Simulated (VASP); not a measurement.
# Si16B (a cell with a defect) in VASP: relaxation of the atoms with PBE

Aim: the relaxation of the atoms of Si16B (a cell with a defect) with PBE.

All numbers are computed with VASP 6.6.1; they aren't measurements. Logs are shortened: lines on timing, memory, paths and dates and some standing lists are left out, and cuts for length are marked.

### Step 1. The cell of the first run

The cell holds a defect, 17 atoms: a = 7.679 Å, b = 7.679 Å, c = 7.679 Å, α = 60.00°, β = 60.00°, γ = 60.00°.

### Step 2. Relaxation of the atoms, PBE, collinear spin

Input file INCAR:

```
SYSTEM = Si16B
ALGO = Normal
EDIFF = 1E-6
EDIFFG = -0.08
ENCUT = 520
GGA = PE
IBRION = 2
ISIF = 2
ISMEAR = -1
ISPIN = 2
KPAR = 2
LASPH = .True.
LCHARG = .False.
LORBIT = 11
LREAL = Auto
LWAVE = .False.
MAGMOM = 0 0 0 0 0 0 0 0 0 0 0 0 0 0 0 0 1
NELM = 150
NSW = 45
PREC = Accurate
SIGMA = 0.02
```

Input file KPOINTS:

```
k-points
0
Gamma
  2 2 2
  0 0 0
```

Input file POSCAR:

```
Si16B
1.0
    0.0000000000      5.4300000000      5.4300000000
    5.4300000000      0.0000000000      5.4300000000
    5.4300000000      5.4300000000      0.0000000000
Si B
16 1
Direct
    0.0000000000      0.0000000000      0.0000000000
    0.1250000000      0.1250000000      0.1250000000
    0.0000000000      0.0000000000      0.5000000000
    0.1250000000      0.1250000000      0.6250000000
    0.0000000000      0.5000000000      0.0000000000
    0.1250000000      0.6250000000      0.1250000000
    0.0000000000      0.5000000000      0.5000000000
    0.1250000000      0.6250000000      0.6250000000
    0.5000000000      0.0000000000      0.0000000000
    0.6250000000      0.1250000000      0.1250000000
    0.5000000000      0.0000000000      0.5000000000
    0.6250000000      0.1250000000      0.6250000000
    0.5000000000      0.5000000000      0.0000000000
    0.6250000000      0.6250000000      0.1250000000
    0.5000000000      0.5000000000      0.5000000000
    0.6250000000      0.6250000000      0.6250000000
    0.3705656000      0.3744662000      0.3740832000
```

Potentials or basis: VASP PAW PBE potentials, release 64 (Si, B).

Launch:

```
> cat potpaw_PBE.64/Si/POTCAR potpaw_PBE.64/B/POTCAR > POTCAR
> mpirun -np 4 vasp_std > vasp.out
```

OUTCAR:

```text
SYSTEM = Si16B
   EDIFF = 1E-6
   EDIFFG = -0.08
   ENCUT = 520
   GGA = PE
   IBRION = 2
   ISIF = 2
   ISMEAR = -1
   ISPIN = 2
   LASPH = .True.
   LORBIT = 11
   LREAL = Auto
   NELM = 150
   NSW = 45
   PREC = Accurate

 ion  position               nearest neighbor table
   1  0.000  0.000  0.000-   2 2.35   4 2.35   6 2.35  10 2.35
   2  0.125  0.125  0.125-   1 2.35   3 2.35   5 2.35   9 2.35
   3  0.000  0.000  0.500-   2 2.35   4 2.35   8 2.35  12 2.35
   4  0.125  0.125  0.625-   1 2.35   3 2.35   7 2.35  11 2.35
   5  0.000  0.500  0.000-   2 2.35   6 2.35   8 2.35  14 2.35
   6  0.125  0.625  0.125-   1 2.35   5 2.35   7 2.35  13 2.35
   7  0.000  0.500  0.500-  17 2.32   6 2.35   8 2.35  16 2.35   4 2.35
   8  0.125  0.625  0.625-   3 2.35   5 2.35   7 2.35  15 2.35
   9  0.500  0.000  0.000-   2 2.35  10 2.35  12 2.35  14 2.35
  10  0.625  0.125  0.125-   1 2.35   9 2.35  11 2.35  13 2.35
  11  0.500  0.000  0.500-  17 2.35  10 2.35  12 2.35  16 2.35   4 2.35
  12  0.625  0.125  0.625-   3 2.35   9 2.35  11 2.35  15 2.35
  13  0.500  0.500  0.000-  17 2.35  10 2.35  14 2.35  16 2.35   6 2.35
  14  0.625  0.625  0.125-   5 2.35   9 2.35  13 2.35  15 2.35
  15  0.500  0.500  0.500-   8 2.35  12 2.35  14 2.35  16 2.35  17 2.39
  16  0.625  0.625  0.625-   7 2.35  11 2.35  13 2.35  15 2.35
  17  0.371  0.374  0.374-   7 2.32  13 2.35  11 2.35  15 2.39

  LATTYP: Found a face centered cubic cell.
 ALAT       =    10.8600000000

  Lattice vectors:

 A1 = (   0.0000000000,   5.4300000000,   5.4300000000)
 A2 = (   5.4300000000,   0.0000000000,   5.4300000000)
 A3 = (   5.4300000000,   5.4300000000,   0.0000000000)

Analysis of symmetry for initial positions (statically):
=====================================================================
 Subroutine PRICEL returns:
 Original cell was already a primitive cell.

 Routine SETGRP: Setting up the symmetry group for a
 face centered cubic supercell.

 Subroutine GETGRP returns: Found  1 space group operations
 (whereof  1 operations were pure point group operations)
 out of a pool of 48 trial point group operations.

The static configuration has the point symmetry C_1 .

Analysis of symmetry for dynamics (positions and initial velocities):
=====================================================================
 Subroutine PRICEL returns:
 Original cell was already a primitive cell.

 Routine SETGRP: Setting up the symmetry group for a
 face centered cubic supercell.

 Subroutine GETGRP returns: Found  1 space group operations
 (whereof  1 operations were pure point group operations)
 out of a pool of 48 trial point group operations.

[... 149 lines left out ...]
  Fermi-wavevector in a.u.,A,eV,Ry     =   0.971904  1.836632 12.852022  0.944597
  Thomas-Fermi vector in A             =   2.102159
   LORBIT       =     11    0 simple, 1 ext, 2 COOP (PROOUT), +10 PAW based schemes
   GGA     = PE    functional components
   LHFCALC =     F    Hartree Fock is set to
   AEXX    =    0.0000 exact exchange contribution
   IVDW    =     0    specifies the selected vdW correction
   LEPSILON=     F    determine dielectric tensor
   LRPA    =     F    only Hartree local field effects (RPA)
 conjugate gradient relaxation of ions
 spin polarized calculation
  energy-cutoff  :      520.00
  volume of cell :      320.21
 maximum number of plane-waves:      8646
 NGX is ok and might be reduce to    60
   NGX = 29   NGY = 29   NGZ = 29

--------------------------------------- Ionic step        1  -------------------------------------------

 number of electron      67.0000003 magnetization       0.0002825

 number of electron      67.0000003 magnetization      -0.0000289

 Free energy of the ion-electron system (eV)
  ---------------------------------------------------
  ext. energy  EPLUGINS =         0.00000000
  ---------------------------------------------------
  free energy    TOTEN  =       -88.53671603 eV

  energy without entropy =      -88.53271461  energy(sigma->0) =      -88.53471532

------------------------ aborting loop because EDIFF is reached ----------------------------------------

  FORCE on cell =-STRESS in cart. coord.  units (eV):
  Direction    XX          YY          ZZ          XY          YZ          ZX
  --------------------------------------------------------------------------------------
  -------------------------------------------------------------------------------------
  Total        5.7486704      5.7557112      5.7546170     -0.0206797      0.0175532     -0.0237550
  in kB       28.7639489     28.7991780     28.7937030     -0.1034724      0.0878290     -0.1188602
  external PRESSURE =      28.7856100 kB  Pullay stress =       0.0000000 kB
[... 146 lines left out ...]
 number of electron      67.0000001 magnetization       0.0000002

 number of electron      67.0000001 magnetization      -0.0000001

 Free energy of the ion-electron system (eV)
  ---------------------------------------------------
  ext. energy  EPLUGINS =         0.00000000
  ---------------------------------------------------
  free energy    TOTEN  =       -88.61921343 eV

  energy without entropy =      -88.61906003  energy(sigma->0) =      -88.61913673

 E-fermi :   6.3551     XC(G=0):  -9.5680

 val. band max:        6.2247577990   @ k =   0.5000   0.5000   0.5000
 cond. band min:       6.4845120794   @ k =   0.0000   0.0000   0.0000
 fundamental gap:      0.2597542804
 Fermi energy:         6.3551235505

 spin component 1

 k-point     1 :       0.0000    0.0000    0.0000
  band No.  band energies     occupation
      1      -6.2789      1.00000
      2      -3.8619      1.00000
      3      -3.8259      1.00000
      4      -3.8233      1.00000
      5      -3.8001      1.00000
      6      -2.4452      1.00000
[... 365 lines left out ...]
     43       9.6521      0.00000
     44      10.0450      0.00000
 Fermi energy:         6.3551235505

 spin component 2

 k-point     1 :       0.0000    0.0000    0.0000
  band No.  band energies     occupation
      1      -6.2789      1.00000
      2      -3.8619      1.00000
      3      -3.8259      1.00000
      4      -3.8233      1.00000
      5      -3.8001      1.00000
      6      -2.4452      1.00000
[... 409 lines left out ...]
  FREE ENERGIE OF THE ION-ELECTRON SYSTEM (eV)
  ---------------------------------------------------
  free  energy   TOTEN  =       -88.6192134331 eV

  energy  without entropy=      -88.6190600291  energy(sigma->0) =      -88.61913673

 reached required accuracy - stopping structural energy minimisation

 total charge

# of ion       s       p       d       tot
------------------------------------------
    1        0.742   0.955   0.000   1.697
    2        0.741   0.954   0.000   1.695
    3        0.742   0.956   0.000   1.697
    4        0.757   0.931   0.000   1.689
    5        0.742   0.956   0.000   1.697
    6        0.757   0.931   0.000   1.689
[... 9 lines left out ...]
   16        0.782   0.889   0.000   1.671
   17        0.825   0.764   0.000   1.588
--------------------------------------------------
tot         12.807  15.813   0.000  28.620

 magnetization (x)

# of ion       s       p       d       tot
------------------------------------------
    1        0.000   0.000   0.000   0.000
    2       -0.000  -0.000   0.000  -0.000
    3        0.000   0.000   0.000   0.000
    4       -0.000  -0.000   0.000  -0.000
    5       -0.000  -0.000   0.000  -0.000
    6       -0.000   0.000   0.000   0.000
[... 9 lines left out ...]
   16        0.000   0.000   0.000   0.000
   17       -0.000  -0.000   0.000  -0.000
--------------------------------------------------
tot          0.000   0.000   0.000   0.000
```

It took 6.2 min on 4 MPI ranks of Intel Xeon Platinum 8488C (Sapphire Rapids), shared host; peak memory 0.46 GiB.

What came out:

| Property | Result |
| --- | --- |
| Free energy | -88.6192 eV |
| Energy gained by relaxing | 4.9 meV/atom |
| Ionic steps | 4 |
| Pressure after relaxing | 3.2 GPa |
| Largest force after relaxing | 0.036 eV/Å |
| Net moment | 0.00 μB per cell |
| Valence electrons inside the program's atomic spheres | Si 1.70, 1.69, 1.68, 1.67 (each value once); B 1.59 |

Forces in eV/Å, atoms in the order of the input:
```
Si   0.019  0.022  0.021
Si   0.000  0.001  0.001
Si  -0.018 -0.015  0.020
Si   0.002  0.000 -0.025
Si  -0.018  0.020 -0.015
Si   0.001 -0.025  0.000
Si   0.011 -0.009 -0.009
Si   0.025 -0.002 -0.002
Si   0.019 -0.017 -0.017
Si  -0.028  0.003  0.003
Si  -0.004  0.004 -0.006
Si  -0.002  0.027  0.001
Si  -0.004 -0.007  0.004
Si  -0.002  0.001  0.027
Si   0.000 -0.003 -0.002
Si  -0.004 -0.013 -0.012
B    0.001  0.013  0.012
```

The path:
| step | energy change (eV) | largest force (eV/Å) | pressure (GPa) |
| --- | --- | --- | --- |
| 1 | 0.0000 | 0.6334 | 2.88 |
| 2 | -0.0634 | 0.2625 | 3.02 |
| 3 | -0.0783 | 0.1222 | 3.16 |
| 4 | -0.0825 | 0.0361 | 3.15 |

Final structure:
```
CELL_PARAMETERS angstrom
0.00000 5.43000 5.43000
5.43000 0.00000 5.43000
5.43000 5.43000 0.00000
ATOMIC_POSITIONS crystal
Si 0.99944 0.99962 0.99960
Si 0.12519 0.12502 0.12504
Si 0.99926 0.99945 0.50154
Si 0.12294 0.12266 0.62713
Si 0.99927 0.50153 0.99944
Si 0.12292 0.62714 0.12267
Si 0.00821 0.49737 0.49740
Si 0.12325 0.62717 0.62716
Si 0.50168 0.99935 0.99932
Si 0.62707 0.12281 0.12284
Si 0.49739 0.00859 0.49717
Si 0.62708 0.12315 0.62715
Si 0.49741 0.49717 0.00856
Si 0.62708 0.62716 0.12316
Si 0.49715 0.49696 0.49697
Si 0.62447 0.62498 0.62493
B 0.37075 0.37435 0.37398
```

Caveat: the k points lie up to 0.50 Å⁻¹ apart; the relaxation stopped at a loose force limit of 0.08 eV/Å, so its end isn't a converged minimum.
